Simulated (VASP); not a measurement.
# MgI2 in VASP: single point with PBE

Aim: the single point of MgI2 with PBE.

Program: VASP 6.6.1. These are calculated values, not measurements. Logs are shortened: lines on timing, memory, paths and dates and some standing lists are left out, and cuts for length are marked.

## (1) The cell of the first run

The cell holds a sheet with vacuum, 6 atoms: a = 8.279 Å, b = 4.156 Å, c = 30.453 Å, α = 90.00°, β = 90.00°, γ = 119.30°.

## (2) Single point, PBE

File INCAR:

```
SYSTEM = MgI2
ALGO = Normal ; DIPOL = 0.5 0.5 0.296
EDIFF = 1E-6 ; ENCUT = 520
GGA = PE ; IDIPOL = 3
ISIF = 2 ; ISMEAR = 0
LASPH = .True. ; LCHARG = .False.
LDIPOL = .True. ; LREAL = .False.
LWAVE = .False. ; NBANDS = 25
NELM = 100 ; PREC = Accurate
SIGMA = 0.1
```

File KPOINTS:

```
k-points
0
Gamma
  4 4 1
  0 0 0
```

File POSCAR:

```
MgI2
1.0
    8.2793024686      0.0417081116      0.0000000000
   -2.0517654750      3.6141566244      0.0000000000
    0.0000000000      0.0000000000     30.4525717600
Mg I
2 4
Direct
   -0.0155678148     -0.0633752991      0.2970218759
    0.4907216000     -0.0515353673      0.2955611532
    0.1858743444      0.7092426564      0.2360716092
    0.6789460027      0.6554192365      0.2470847883
    0.3326609296      0.3388569209      0.3445665988
    0.8273649380      0.4113918527      0.3529432234
```

Potentials or basis: VASP PAW PBE potentials, release 64 (Mg, I).

Launch:

```
$ cat potpaw_PBE.64/Mg/POTCAR potpaw_PBE.64/I/POTCAR > POTCAR
$ mpirun -np 1 vasp_std > vasp.out
```

OUTCAR:

```text
SYSTEM = MgI2
   EDIFF = 1E-6
   ENCUT = 520
   GGA = PE
   ISIF = 2
   ISMEAR = 0
   LASPH = .True.
   LREAL = .False.
   NELM = 100
   PREC = Accurate

 ion  position               nearest neighbor table
   1  0.984  0.937  0.297-   6 2.56   4 2.68   5 2.91   3 2.94   6 3.32   3 3.36
   2  0.491  0.948  0.296-   5 2.67   4 2.82   3 2.86   5 2.94   4 2.96   6 3.05
   3  0.186  0.709  0.236-   2 2.86   1 2.94   1 3.36
   4  0.679  0.655  0.247-   1 2.68   2 2.82   2 2.96
   5  0.333  0.339  0.345-   2 2.67   1 2.91   2 2.94
   6  0.827  0.411  0.353-   1 2.56   2 3.05   1 3.32

  Warning from LATTYP: Monoclinic adjustment (A1->A3, A2->A1, A3->A2)!
  Warning from LATTYP: Got some problem with cell dimensions!
  Tried to take original basis but could not verify dimensions!
  LATTYP: Found a simple monoclinic cell.
 ALAT       =     4.1559438964
 B/A-ratio  =     7.3274742198
 C/A-ratio  =     1.7375901126
 COS(beta)  =    -0.0145085508

  Lattice vectors:

 A1 = (  -2.0517654750,   3.6141566244,   0.0000000000)
 A2 = (   0.0000000000,   0.0000000000, -30.4525717600)
 A3 = (  -6.2275369936,  -3.6558647360,   0.0000000000)

Analysis of symmetry for initial positions (statically):
=====================================================================
 Subroutine PRICEL returns:
 Original cell was already a primitive cell.

 Routine SETGRP: Setting up the symmetry group for a
 simple monoclinic supercell.

 Subroutine GETGRP returns: Found  1 space group operations
 (whereof  1 operations were pure point group operations)
 out of a pool of  4 trial point group operations.

The static configuration has the point symmetry C_1 .

Analysis of symmetry for dynamics (positions and initial velocities):
=====================================================================
 Subroutine PRICEL returns:
 Original cell was already a primitive cell.

 Routine SETGRP: Setting up the symmetry group for a
 simple monoclinic supercell.

 Subroutine GETGRP returns: Found  1 space group operations
 (whereof  1 operations were pure point group operations)
 out of a pool of  4 trial point group operations.

The dynamic configuration has the point symmetry C_1 .

 Subroutine INISYM returns: Found  1 space group operations
 (whereof  1 operations are pure point group operations),
 and found     1 'primitive' translations

----------------------------------------------------------------------------------------

                                     Primitive cell

[... 93 lines left out ...]
   PSTRESS=    0.0 pullay stress
   NELECT =      32.0000    total number of electrons
   NUPDOWN=      -1.0000    fix difference up-down
   EMIN   =  10.00;   EMAX   =-10.00  energy-range for DOS
   EFERMI =   0.00;   METHOD = LEGACY
   ISMEAR =     0;   SIGMA  =   0.10  broadening in eV -4-tet -1-fermi 0-gaus
   EFERMI_NEDOS =   21; number of points for ismear=-14 and -15
   IALGO  =     38    algorithm
   IMIX   =      4    mixing-type and parameters
     AMIX     =   0.40;   BMIX     =  1.00
     AMIX_MAG =   1.60;   BMIX_MAG =  1.00
  volume/ion in A,a.u.               =     152.30      1027.80
  Fermi-wavevector in a.u.,A,eV,Ry     =   0.535595  1.012128  3.902994  0.286862
  Thomas-Fermi vector in A             =   1.560530
   LORBIT       =      0    0 simple, 1 ext, 2 COOP (PROOUT), +10 PAW based schemes
   GGA     = PE    functional components
   LHFCALC =     F    Hartree Fock is set to
   AEXX    =    0.0000 exact exchange contribution
   IVDW    =     0    specifies the selected vdW correction
   LEPSILON=     F    determine dielectric tensor
   LRPA    =     F    only Hartree local field effects (RPA)
 non-spin polarized calculation
 Gauss-broadening in eV      SIGMA  =   0.10
  energy-cutoff  :      520.00
  volume of cell :      913.83
 maximum number of plane-waves:     24671
 NGX is ok and might be reduce to    64
   NGX = 31   NGY = 15   NGZ =113

 dipolmoment           0.000000      0.000000      0.000000 electrons x Angstroem

 number of electron      31.9999998 magnetization

 dipolmoment           0.000000      0.000000     -0.028263 electrons x Angstroem

 Free energy of the ion-electron system (eV)
  ---------------------------------------------------
  ext. energy  EPLUGINS =         0.00000000
  ---------------------------------------------------
  free energy    TOTEN  =       -14.85047411 eV

  energy without entropy =      -14.85047411  energy(sigma->0) =      -14.85047411

 E-fermi :  -3.7878     XC(G=0):  -2.1540

 val. band max:       -4.2448111804   @ k =   0.0000   0.0000   0.0000
 cond. band min:      -0.9260393604   @ k =  -0.0000   0.5000   0.0000
 fundamental gap:      3.3187718200
 Fermi energy:        -3.7878413972

 k-point     1 :       0.0000    0.0000    0.0000
  band No.  band energies     occupation
      1     -16.5464      2.00000
      2     -15.9932      2.00000
      3     -15.7309      2.00000
      4     -15.3808      2.00000
      5      -8.1871      2.00000
      6      -7.5294      2.00000
[... 269 lines left out ...]
     24       2.8310      0.00000
     25       2.9365      0.00000

------------------------ aborting loop because EDIFF is reached ----------------------------------------

 vacuum level on the upper side and lower side of the slab       (xc-potential included)        -0.089         0.078

  FORCE on cell =-STRESS in cart. coord.  units (eV):
  Direction    XX          YY          ZZ          XY          YZ          ZX
  --------------------------------------------------------------------------------------
  -------------------------------------------------------------------------------------
  Total        2.6726735      3.8789863      4.2202295      0.0923402     -2.2769777      1.0243906
  in kB        4.6858841      6.8008606      7.3991477      0.1618961     -3.9921276      1.7960203
  external PRESSURE =       6.2952975 kB  Pullay stress =       0.0000000 kB

 VOLUME and BASIS-vectors are now :
 -----------------------------------------------------------------------------
  energy-cutoff  :      520.00
  volume of cell :      913.83
      direct lattice vectors                 reciprocal lattice vectors
     8.279302469  0.041708112  0.000000000     0.120438682  0.068373332  0.000000000
    -2.051765475  3.614156624  0.000000000    -0.001389887  0.275900682  0.000000000
     0.000000000  0.000000000 30.452571760     0.000000000  0.000000000  0.032837949

 POSITION                                       TOTAL-FORCE (eV/Angst)
 -----------------------------------------------------------------------------------
      6.22868      3.42617      9.04508         0.586197      1.271039     -0.630384
      2.11681      3.44837      9.00060        -0.123423      0.698227     -0.316103
      0.08371      2.57107      7.18899        -0.191161     -0.268662      0.142255
      4.27643      2.39711      7.52437        -0.331810     -0.005748     -1.032988
      2.05895      1.23856     10.49294        -0.224085     -0.521238      0.880935
      6.00592      1.52134     10.74803         0.284282     -1.173618      0.956284
 -----------------------------------------------------------------------------------
    total drift:                                0.000038      0.000048     -0.000246

  FREE ENERGIE OF THE ION-ELECTRON SYSTEM (eV)
  ---------------------------------------------------
  free  energy   TOTEN  =       -14.8504741132 eV

  energy  without entropy=      -14.8504741132  energy(sigma->0) =      -14.85047411

 vacuum level on the upper side and lower side of the slab         1.845         2.015
```

stdout:

```text
POSCAR found type information on POSCAR MgI
 POSCAR found :  2 types and       6 ions
 scaLAPACK will be used
 LDA part: xc-table for (Slater+PW92), standard interpolation
 POSCAR, INCAR and KPOINTS ok, starting setup
 FFT: planning ... GRIDC
 FFT: planning ... GRID_SOFT
 FFT: planning ... GRID
 WAVECAR not read
 entering main loop
```

Run time: 5.5 min. Hardware: 1 thread of Intel Xeon Platinum 8488C (Sapphire Rapids), shared host; peak memory 1 GiB.

What came out:

```yaml
Free_energy: -14.8505 eV
Largest_force: 1.540 eV/Å
Band_gap_on_the_k_mesh: 3.32 eV (least direct gap 3.52 eV)
```

Forces on the atoms (eV/Å):
```
Mg   0.586  1.271 -0.630
Mg  -0.123  0.698 -0.316
I   -0.191 -0.269  0.142
I   -0.332 -0.006 -1.033
I   -0.224 -0.521  0.881
I    0.284 -1.174  0.956
```

Levels at points of the mesh, in eV from the valence-band top:
```tsv
k point	band 13	band 14	band 15	band 16	band 17	band 18	band 19	band 20
(0.00, 0.00, 0.00)	-0.66	-0.54	-0.23	0.00	3.52	3.72	4.64	5.13
(0.50, 0.00, 0.00)	-0.74	-0.68	-0.44	-0.09	4.19	4.31	5.13	5.27
(0.00, 0.50, 0.00)	-0.97	-0.86	-0.78	-0.58	3.32	3.55	4.86	5.36
(0.50, 0.50, 0.00)	-1.31	-1.02	-0.80	-0.67	4.26	4.40	5.64	5.82
```

Caveat: spin-orbit coupling is left out, which moves the levels of the heavy elements.
